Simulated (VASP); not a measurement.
A run of VASP 6.6.1 is set up as follows.

File INCAR:

```
SYSTEM = SiO2
PREC = Accurate ; ENCUT = 520
EDIFF = 1E-8 ; ISMEAR = 0
SIGMA = 0.01 ; LREAL = .FALSE.
LASPH = .TRUE. ; NELM = 100
ALGO = Normal ; ISIF = 2
LWAVE = .FALSE. ; LCHARG = .FALSE.
GGA = PE ; IBRION = 8
NSW = 1 ; LEPSILON = .TRUE.
```

File KPOINTS:

```
Automatic mesh
0
G
  8 8 8
  0 0 0
```

Contents of POSCAR:

```
SiO2
1.0
   -2.5148596363      2.5148596363      3.6880495083
    2.5148596363     -2.5148596363      3.6880495083
    2.5148596363      2.5148596363     -3.6880495083
Si O
2 4
Direct
    0.0000000000      0.0000000000      0.0000000000
    0.7500000000      0.2500000000      0.5000000000
    0.9666561553      0.6250000000      0.8416561553
    0.3750000000      0.2166561553      0.3416561553
    0.7833438447      0.1250000000      0.1583438447
    0.8750000000      0.0333438447      0.6583438447
```

Potentials or basis: VASP PAW PBE potentials, release 64 (Si, O).

Run with:

```console
$ cat potpaw_PBE.64/Si/POTCAR potpaw_PBE.64/O/POTCAR > POTCAR
$ mpirun -np 1 vasp_std > vasp.out
```

(1) What does it give for the electronic dielectric tensor (diagonal)?

(2) Predict the Born charges (mean of the diagonal).

(3) Estimate the highest phonon frequency at Γ, LO-TO splitting left out.

Results:

(1) 2.20, 2.20, 2.21.

(2) Si +3.33; O -1.66 e.

(3) 1099 cm⁻¹.
